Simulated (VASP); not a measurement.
Input of a VASP 6.6.1 run:

The input INCAR:

```
ALGO = Normal
EDIFF = 1E-6
ENCUT = 500
GGA = CA
GGA_COMPAT = False
ISIF = 2
ISMEAR = -1
LASPH = True
LCHARG = False
LREAL = False
LWAVE = False
NBANDS = 21
NELM = 120
PREC = Accurate
SIGMA = 0.05
```

KPOINTS

```
k-points
0
Gamma
  8 8 8
```

Contents of POSCAR:

```
GaSb
1.0
    0.0000000000      3.1189956238      3.1189956238
    3.1189956238      0.0000000000      3.1189956238
    3.1189956238      3.1189956238      0.0000000000
Sb Ga
1 1
Direct
    0.7500000000      0.7500000000      0.7500000000
    0.0000000000      0.0000000000      0.0000000000
```

Potentials or basis: VASP PAW LDA potentials, release 64 (Sb_d_GW, Ga_d).

Launch:

```sh
$ cat potpaw_LDA.64/Sb_d_GW/POTCAR potpaw_LDA.64/Ga_d/POTCAR > POTCAR
$ mpirun -np 1 vasp_std > vasp.out
```

Question: Estimate the band gap on the k mesh.

Answer: Zero (filled and empty bands touch).

Question: Predict the pressure.

Answer: -4.1 GPa.

Caveat: the cell stands under tension; semilocal functionals underestimate gaps, and a narrow one can read as zero; spin-orbit coupling is left out, which moves the levels of the heavy elements.
